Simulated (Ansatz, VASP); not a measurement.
# One calculation of V, two programs

```
V
1.0
    -2.35444    2.35444    1.28439
     2.35444   -2.35444    1.28439
     2.35444    2.35444   -1.28439
V
2
Direct
  0.00000 0.00000 0.00000
  0.75000 0.25000 0.50000
```

Alike in both runs: task relaxation of cell and atoms; functional PBE; k mesh 24 × 24 × 24; occupations gaussian, width 0.1 eV; no spin polarisation.

|  | VASP | Ansatz |
| --- | --- | --- |
| version | VASP 6.6.1 | Ansatz 0.2.0 |
| potentials or method | VASP PAW PBE potentials, release 64 (V_sv), cutoff 600 eV | scalar-relativistic, plane waves, PAW |
| valence electrons in the cell | 26 | 26 |

|  | VASP | Ansatz | Ansatz less VASP |
| --- | --- | --- | --- |
| gap on the k mesh at the Fermi level, each at its own relaxed structure (eV) | none | none | - |
| relaxed volume (Å³/atom) | 14.02 | 13.99 | -0.023 |
| relaxed length of the cell vector where the two differ most in proportion (Å) | 3.539 | 3.536 | -0.0032 |

A gap of «none» marks a metal or a gap that the smearing closes.
